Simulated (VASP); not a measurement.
Runs of VASP 6.6.1 on SrCl2. The structure is that of space group P-3m1 (No. 164), or close to it. The cells are those of the table. 

```csv
cell,gap on the mesh (eV),pressure (GPa),largest force (eV/Å)
"a = 4.333, b = 4.333, c = 5.501 Å, angles 90.0, 90.0, 120.0°, 3 atoms",5.32,(a),0.26
"a = 4.255, b = 4.255, c = 5.403 Å, angles 90.0, 90.0, 120.0°, 3 atoms",5.41,5.9,0.54
"a = 4.480, b = 4.480, c = 5.688 Å, angles 90.0, 90.0, 120.0°, 3 atoms",5.01,-0.3,0.17
"a = 4.550, b = 4.550, c = 5.777 Å, angles 90.0, 90.0, 120.0°, 3 atoms",4.86,(b),0.33
"a = 4.407, b = 4.407, c = 5.596 Å, angles 90.0, 90.0, 120.0°, 3 atoms",5.16,1.3,0.02
```

Alike in all rows: task single point; level PBE; potentials or basis VASP PAW PBE potentials, release 64 (Sr_sv, Cl); no spin polarisation; k mesh 6 × 6 × 2; cutoff (eV) 500; smearing gaussian 0.01 eV.

**Question.** Estimate the missing entries.

**Answer.** (a) 3.3; (b) -1.4.

Caveats: all runs use coarse meshes.

A k mesh can miss the band edges, and the runs leave out spin-orbit coupling on Sr.
